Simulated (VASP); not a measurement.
# CdP (P-6m2) in VASP: notebook, part 2 of 2

VASP 6.6.1.

## 3. Relaxation of cell and atoms, PBE

This run uses another cell than the first one, of 21.44 Å³/atom.

The input, INCAR:

```
PREC     = Accurate       # precision mode
ENCUT    = 600            # plane-wave cutoff, eV
EDIFF    = 1E-6           # SCF threshold, eV
ISMEAR   = 0              # smearing method
SIGMA    = 0.1            # smearing width, eV
LREAL    = False          # projectors in reciprocal space
LASPH    = True           # aspherical terms in the spheres
NELM     = 80             # most SCF steps
ALGO     = Normal         # electronic algorithm
ISIF     = 3              # what is computed and relaxed
LWAVE    = False          # write WAVECAR
LCHARG   = False          # write CHGCAR
GGA      = PE             # functional
IBRION   = 2              # ionic algorithm
NSW      = 90             # ionic steps
EDIFFG   = -0.04          # ionic threshold
```

The input, KPOINTS:

```
regular mesh
0
Gamma
  6 6 4
```

The input, POSCAR:

```
CdP
1.0
    3.2080240306      0.0000000000      0.0000000000
   -1.6040120153      2.7782303065      0.0000000000
    0.0000000000      0.0000000000      4.8102986909
Cd P
1 1
Direct
    0.6666666667      0.3333333333      0.0000000000
    0.0000000000      0.0000000000      0.5000000000
```

Potentials or basis: VASP PAW PBE potentials, release 64 (Cd, P).

On the command line:

```bash
$ cat potpaw_PBE.64/Cd/POTCAR potpaw_PBE.64/P/POTCAR > POTCAR
$ mpirun -np 1 vasp_std > vasp.out
```

OUTCAR:

```text
PREC = Accurate
   ENCUT = 600
   EDIFF = 1E-6
   ISMEAR = 0
   LREAL = False
   LASPH = True
   NELM = 80
   ISIF = 3
   GGA = PE
   IBRION = 2
   NSW = 90
   EDIFFG = -0.04

 ion  position               nearest neighbor table
   1  0.667  0.333  0.000-   2 3.04   2 3.04   2 3.04   2 3.04   2 3.04   2 3.04
   2  0.000  0.000  0.500-   1 3.04   1 3.04   1 3.04   1 3.04   1 3.04   1 3.04

  LATTYP: Found a hexagonal cell.
 ALAT       =     3.2080240306
 C/A-ratio  =     1.4994584345

  Lattice vectors:

 A1 = (   3.2080240306,   0.0000000000,   0.0000000000)
 A2 = (  -1.6040120153,   2.7782303065,   0.0000000000)
 A3 = (   0.0000000000,   0.0000000000,   4.8102986909)

Analysis of symmetry for initial positions (statically):
=====================================================================
 Subroutine PRICEL returns:
 Original cell was already a primitive cell.

 Routine SETGRP: Setting up the symmetry group for a
 hexagonal supercell.

 Subroutine GETGRP returns: Found 12 space group operations
 (whereof 12 operations were pure point group operations)
 out of a pool of 24 trial point group operations.

The static configuration has the point symmetry D_3h.

Analysis of symmetry for dynamics (positions and initial velocities):
=====================================================================
 Subroutine PRICEL returns:
 Original cell was already a primitive cell.

 Routine SETGRP: Setting up the symmetry group for a
 hexagonal supercell.

 Subroutine GETGRP returns: Found 12 space group operations
 (whereof 12 operations were pure point group operations)
 out of a pool of 24 trial point group operations.

The dynamic configuration has the point symmetry D_3h.

 Subroutine INISYM returns: Found 12 space group operations
 (whereof 12 operations are pure point group operations),
 and found     1 'primitive' translations

----------------------------------------------------------------------------------------

                                     Primitive cell

  volume of cell :      42.8724

  direct lattice vectors                    reciprocal lattice vectors
     3.208024031  0.000000000  0.000000000     0.311718363  0.179970681  0.000000000
    -1.604012015  2.778230306  0.000000000     0.000000000  0.359941362  0.000000000
     0.000000000  0.000000000  4.810298691     0.000000000  0.000000000  0.207887299

  length of vectors
     3.208024031  3.208024031  4.810298691     0.359941362  0.359941362  0.207887299

  position of ions in fractional coordinates (direct lattice)
     0.666666667  0.333333333  0.000000000
     0.000000000  0.000000000  0.500000000

  ion indices of the primitive-cell ions
   primitive index   ion index
                 1           1
                 2           2

----------------------------------------------------------------------------------------

 KPOINTS: regular mesh

Automatic generation of k-mesh.
 Grid dimensions read from file:
 generate k-points for:    6    6    4

 Generating k-lattice:

  Cartesian coordinates                     Fractional coordinates (reciprocal lattice)
     0.051953061  0.029995113  0.000000000     0.166666667  0.000000000  0.000000000
     0.000000000  0.059990227  0.000000000     0.000000000  0.166666667  0.000000000
     0.000000000  0.000000000  0.051971825     0.000000000  0.000000000  0.250000000

  Length of vectors
     0.059990227  0.059990227  0.051971825

  Shift w.r.t. Gamma in fractional coordinates (k-lattice)
     0.000000000  0.000000000  0.000000000

 Subroutine IBZKPT returns following result:
 ===========================================

 Found     21 irreducible k-points:

 Following reciprocal coordinates:
            Coordinates               Weight
  0.000000  0.000000  0.000000      1.000000
  0.166667  0.000000  0.000000      6.000000
  0.333333  0.000000  0.000000      6.000000
  0.500000  0.000000  0.000000      3.000000
  0.166667  0.166667  0.000000      6.000000
  0.333333  0.166667  0.000000     12.000000
[... 13 lines left out ...]
  0.333333  0.166667  0.500000     12.000000
  0.333333  0.333333  0.500000      2.000000
   k-points           NKPTS =     21   k-points in BZ     NKDIM =     21   number of bands    NBANDS=     12
   number of dos      NEDOS =    301   number of ions     NIONS =      2
   total plane-waves  NPLWV =  31360
   dimension x,y,z NGX =    28 NGY =   28 NGZ =   40
   dimension x,y,z NGXF=    56 NGYF=   56 NGZF=   80
   ions per type =               1   1
   NGX,Y,Z   is equivalent  to a cutoff of  14.51, 14.51, 13.82 a.u.
   NGXF,Y,Z  is equivalent  to a cutoff of  29.02, 29.02, 27.65 a.u.
 SYSTEM =  unknown system
   PREC   = accura    normal or accurate (medium, high low for compatibility)
   ISTART =      0    job   : 0-new  1-cont  2-samecut
   ICHARG =      2    charge: 1-file 2-atom 10-const
   ISPIN  =      1    spin polarized calculation?
   LNONCOLLINEAR =      F non collinear calculations
   LSORBIT =      F    spin-orbit coupling
   LASPH  =      T    aspherical Exc in radial PAW
   ENCUT  =  600.0 eV  44.10 Ry    6.64 a.u.   6.41  6.41  9.61*2*pi/ulx,y,z
   NELM   =     80;   NELMIN=  2; NELMDL= -5     # of ELM steps
   EDIFF  = 0.1E-05   stopping-criterion for ELM
   LREAL  =      F    real-space projection
   EDIFFG = -.4E-01   stopping-criterion for IOM
   NSW    =     90    number of steps for IOM
   IBRION =      2    ionic relax: 0-MD 1-quasi-New 2-CG
   NFREE  =      1    steps in history (QN), initial steepest desc. (CG)
   ISIF   =      3    stress and relaxation
   ISYM   =      2    0-nonsym 1-usesym 2-fastsym
   POTIM  = 0.5000    time-step for ionic-motion
   TEBEG  =    0.0;   TEEND  =   0.0 temperature during run
   PSTRESS=    0.0 pullay stress
   NELECT =      17.0000    total number of electrons
   NUPDOWN=      -1.0000    fix difference up-down
   EMIN   =  10.00;   EMAX   =-10.00  energy-range for DOS
   EFERMI =   0.00;   METHOD = LEGACY
   ISMEAR =     0;   SIGMA  =   0.10  broadening in eV -4-tet -1-fermi 0-gaus
   EFERMI_NEDOS =   21; number of points for ismear=-14 and -15
   IALGO  =     38    algorithm
   IMIX   =      4    mixing-type and parameters
     AMIX     =   0.40;   BMIX     =  1.00
     AMIX_MAG =   1.60;   BMIX_MAG =  1.00
  volume/ion in A,a.u.               =      21.44       144.66
  Fermi-wavevector in a.u.,A,eV,Ry     =   1.202722  2.272815 19.681367  1.446540
  Thomas-Fermi vector in A             =   2.338495
   LORBIT       =      0    0 simple, 1 ext, 2 COOP (PROOUT), +10 PAW based schemes
   GGA     = PE    functional components
   LHFCALC =     F    Hartree Fock is set to
   AEXX    =    0.0000 exact exchange contribution
   IVDW    =     0    specifies the selected vdW correction
   LEPSILON=     F    determine dielectric tensor
   LRPA    =     F    only Hartree local field effects (RPA)
 conjugate gradient relaxation of ions
 non-spin polarized calculation
 Gauss-broadening in eV      SIGMA  =   0.10
  energy-cutoff  :      600.00
  volume of cell :       42.87
 maximum number of plane-waves:      1452
 NGX is ok and might be reduce to    28
   NGX = 13   NGY = 13   NGZ = 19

--------------------------------------- Ionic step        1  -------------------------------------------

 number of electron      16.9999999 magnetization

 Free energy of the ion-electron system (eV)
  ---------------------------------------------------
  ext. energy  EPLUGINS =         0.00000000
  ---------------------------------------------------
  free energy    TOTEN  =        -4.99847635 eV

  energy without entropy =       -4.99594732  energy(sigma->0) =       -4.99721183

------------------------ aborting loop because EDIFF is reached ----------------------------------------

  FORCE on cell =-STRESS in cart. coord.  units (eV):
  Direction    XX          YY          ZZ          XY          YZ          ZX
  --------------------------------------------------------------------------------------
  -------------------------------------------------------------------------------------
  Total       -1.3520925     -1.3520925     -1.2490356      0.0000000      0.0000000      0.0000000
  in kB      -50.5288123    -50.5288123    -46.6774886      0.0000000      0.0000000      0.0000000
  external PRESSURE =     -49.2450378 kB  Pullay stress =       0.0000000 kB
[... 237 lines left out ...]
  energy  without entropy=       -5.0765714206  energy(sigma->0) =       -5.08024402

--------------------------------------- Ionic step        8  -------------------------------------------

 number of electron      17.0000002 magnetization

 Free energy of the ion-electron system (eV)
  ---------------------------------------------------
  ext. energy  EPLUGINS =         0.00000000
  ---------------------------------------------------
  free energy    TOTEN  =        -5.08435756 eV

  energy without entropy =       -5.07720601  energy(sigma->0) =       -5.08078179

 E-fermi :   4.8885     XC(G=0): -10.9212

 val. band max:        4.8841462900   @ k =   0.3333   0.3333   0.0000
 cond. band min:       4.9111439468   @ k =   0.3333   0.1667   0.0000
 fundamental gap:      0.0269976568
 Fermi energy:         4.8885407130

 k-point     1 :       0.0000    0.0000    0.0000
  band No.  band energies     occupation
      1      -7.7976      2.00000
      2      -4.7614      2.00000
      3      -4.3606      2.00000
      4      -4.3606      2.00000
      5      -3.7048      2.00000
      6      -3.7048      2.00000
      7       0.1601      2.00000
      8       0.6167      2.00000
      9       8.7153      0.00000
     10       8.7153      0.00000
     11      14.4181      0.00000
     12      15.4228      0.00000
[... 327 lines left out ...]
  FREE ENERGIE OF THE ION-ELECTRON SYSTEM (eV)
  ---------------------------------------------------
  free  energy   TOTEN  =        -5.0843575629 eV

  energy  without entropy=       -5.0772060137  energy(sigma->0) =       -5.08078179

 reached required accuracy - stopping structural energy minimisation
```

It took 67 s on 1 thread of Intel Xeon 6975P-C (Granite Rapids), shared host; peak memory 0.19 GiB.

Results:

- Free energy: -5.0844 eV
- Relaxed volume: 19.33 Å³/atom
- Relaxed cell: a = 3.026 Å, b = 3.026 Å, c = 4.875 Å, α = 90.00°, β = 90.00°, γ = 120.00°
- Space group after relaxing (to 0.1 Å): P-6m2 (No. 187)
- Energy gained by relaxing: 42.9 meV/atom
- Ionic steps: 8
- Pressure after relaxing: 0.0 GPa
- Band gap on the k mesh: zero (an odd number of electrons rules out a gap without spin polarisation)

Step by step:
```tsv
step	energy change (eV)	largest force (eV/Å)	pressure (GPa)	volume (Å³)
1	0.0000	0.0000	-4.92	42.87
2	-0.0593	0.0000	0.75	38.91
3	-0.0601	0.0000	0.09	39.28
4	-0.0696	0.0000	0.07	39.06
5	-0.0853	0.0000	0.59	38.34
6	-0.0854	0.0000	0.54	38.38
7	-0.0854	0.0000	-0.51	38.92
8	-0.0859	0.0000	-0.04	38.66
```

Final structure:
```xyz
2
Lattice="3.0261 0.0000 0.0000 -1.5130 2.6207 0.0000 0.0000 0.0000 4.8750" Properties=species:S:1:pos:R:3 pbc="T T T"
Cd    1.5130    0.8736    0.0000
P     0.0000    0.0000    2.4375
```

Caveat: the k points lie up to 0.40 Å⁻¹ apart in the final cell, too coarse for converged energies and pressures of a metal.

The gap in the log of VASP goes by the Fermi energy; the results here count the filled bands.